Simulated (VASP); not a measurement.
Wanted: the native input for a VASP 6.6.1 run.

```
Task                   : single point
Functional             : LDA
Potentials or basis    : VASP PAW LDA potentials, release 64 (Fe, O)
Cutoff                 : 520 eV
k mesh                 : 12 × 12 × 12
Occupations            : fermi-dirac, width 0.05 eV
Spin                   : collinear spin, ferromagnetic start
Starting moments       : [3.0, 0.0] μB
Dipole correction      : no
Further INCAR settings : ALGO = Normal; EDIFF = 1e-07; NBANDS = 18
```

The structure of FeO lies in POSCAR:

```
FeO
1.0
   -1.5913507171      1.5913507171      2.0694093304
    1.5913507171     -1.5913507171      2.0694093304
    1.5913507171      1.5913507171     -2.0694093304
Fe O
1 1
Direct
    0.0000000000      0.0000000000      0.0000000000
    0.5000000000      0.5000000000      0.0000000000
```

The input as run:

INCAR

```
SYSTEM = FeO
  PREC = Accurate
  ENCUT = 520
  EDIFF = 1E-7
  ISMEAR = -1
  SIGMA = 0.05
  LREAL = .False.
  LASPH = .True.
  NELM = 150
  ALGO = Normal
  ISIF = 2
  LWAVE = .False.
  LCHARG = .True.
  ISPIN = 2
  MAGMOM = 3 0
  LORBIT = 11
  LMAXMIX = 4
  LELF = .True.
  LVHAR = .True.
  NBANDS = 18
```

KPOINTS

```
Automatic mesh
0
Gamma
  12 12 12
  0 0 0
```

Potentials or basis: VASP PAW LDA potentials, release 64 (Fe, O).

The run is started by

```console
$ cat potpaw_LDA.64/Fe/POTCAR potpaw_LDA.64/O/POTCAR > POTCAR
$ mpirun -np 1 vasp_std > vasp.out
```

Results of the run:

The pressure is -20.0 GPa. The band gap on the k mesh is zero (filled and empty bands overlap) and the net moment is 3.97 μB per cell. The site moments are Fe +3.55; O +0.31 μB. The valence electrons inside the program's atomic spheres are Fe 6.72; O 4.93.

Caveat: a cell with one magnetic atom can't hold antiferromagnetic order, which such compounds often take; semilocal functionals often make such compounds metallic where correlation or magnetic order opens a gap, which also shifts bond lengths.

It took 46 s on 1 thread of Intel(R) Xeon(R) 6975P-C (Granite Rapids) (shared host), peak memory 0.21 GiB.
